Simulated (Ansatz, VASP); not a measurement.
## One calculation of Sb, two programs

```
CELL_PARAMETERS angstrom
2.07582 1.15323 3.69312
-2.22539 1.21775 3.75763
-0.01891 -2.53946 3.78125
ATOMIC_POSITIONS crystal
Sb 0.23364 0.23364 0.23364
Sb 0.76636 0.76636 0.76636
```

Change from the starting cell: equal xy, yz and zx shear strains of -3 %, crystal datasets.

Alike in both runs: task electric field gradients; functional PBE; k mesh 9 × 9 × 9; occupations fermi-dirac, width 0.05 eV; no spin polarisation.

```csv
,VASP,Ansatz
version,VASP 6.6.1,Ansatz 0.2.0
potentials or method,"VASP PAW PBE potentials, release 64 (Sb), cutoff 520 eV","all-electron PAW with datasets made for the crystal, scalar-relativistic"
```

```tsv
	VASP	Ansatz	Ansatz less VASP
pressure (GPa)	3.3	3.2	-0.07
traceless stress, the component that is largest in VASP (GPa)	1.91	1.90	-0.007
rms of the force components (eV/Å)	0.176	0.154	-0.0223
size of Vzz on the site where it differs most (V/Å²)	53.8	57.1	+3.32
```

Atom by atom the forces differ by 0.026 eV/Å (rms over components). Ansatz ran all-electron here, and VASP with PAW potentials.

Neither program's run includes spin-orbit coupling.
